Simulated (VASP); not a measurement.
Sn:

```
Sn
1.0
    -2.91590    2.91590    1.59095
     2.91590   -2.91590    1.59095
     2.91590    2.91590   -1.59095
Sn
2
Direct
  0.75000 0.25000 0.50000
  0.00000 0.00000 0.00000
```

| Quantity | Value |
| --- | --- |
| Program | VASP 6.6.1 |
| Task | relaxation of cell and atoms |
| Functional | PBE |
| Potentials or basis | VASP PAW PBE potentials, release 64 (Sn_d) |
| Cutoff | 600 eV |
| k mesh | 8 × 8 × 8 |
| Occupations | gaussian, width 0.05 eV |
| Spin | no spin polarisation |

At the start: pressure 2.6 GPa; volume 27.05 Å³/atom.

Task: Where does the relaxation end?

Result: Over 6 steps the energy falls by 13.3 meV/atom and the volume is 28.46 Å³/atom (+5.2 %); space group I4_1/amd (No. 141, to 0.1 Å) before and after.

The path:
```tsv
step	energy change (eV)	largest force (eV/Å)	pressure (GPa)	volume (Å³)
1	0.0000	0.0000	2.56	54.11
2	-0.0234	0.0000	-0.60	57.56
3	-0.0243	0.0000	-0.11	56.99
4	-0.0243	0.0000	-0.19	57.05
5	-0.0260	0.0000	-0.18	56.97
6	-0.0266	0.0000	-0.05	56.91
```

Final structure:
```
CELL_PARAMETERS angstrom
-2.93777 2.93777 1.64852
2.93777 -2.93777 1.64852
2.93777 2.93777 -1.64852
ATOMIC_POSITIONS crystal
Sn 0.75000 0.25000 0.50000
Sn 0.00000 0.00000 0.00000
```
